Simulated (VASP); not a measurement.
Crystal: C.

```xyz
1
Lattice="-1.1826 1.1826 1.1826 1.1826 -1.1826 1.1826 1.1826 1.1826 -1.1826" Properties=species:S:1:pos:R:3 pbc="T T T"
C     0.0000    0.0000    0.0000
```

| Property | Result |
| --- | --- |
| Program | VASP 6.6.1 |
| Task | relaxation of cell and atoms |
| Functional | BLYP |
| Potentials or basis | VASP PAW PBE potentials, release 64 (C) |
| Cutoff | 600 eV |
| k mesh | 18 × 18 × 18 |
| Occupations | fermi-dirac, width 0.1 eV |
| Spin | no spin polarisation |

At the start: pressure 20.9 GPa; volume 6.62 Å³/atom.

Q: Where does the relaxation end?

A: Over 3 steps the energy falls by 50.9 meV/atom and the volume is 7.50 Å³/atom (+13.3 %); space group Im-3m (No. 229, to 0.05 Å).

The path:
```csv
step,energy change (eV),largest force (eV/Å),pressure (GPa),volume (Å³)
1,0.0000,0.0000,20.87,6.62
2,-0.0509,0.0000,0.30,7.48
3,-0.0509,0.0000,-0.03,7.50
```

Final structure:
```
C
1.0
    -1.23285    1.23285    1.23285
     1.23285   -1.23285    1.23285
     1.23285    1.23285   -1.23285
C
1
Cartesian
  0.0000 0.0000 0.0000
```

Caveat: the PAW data sets were made with another functional, which shifts forces and pressure a little.
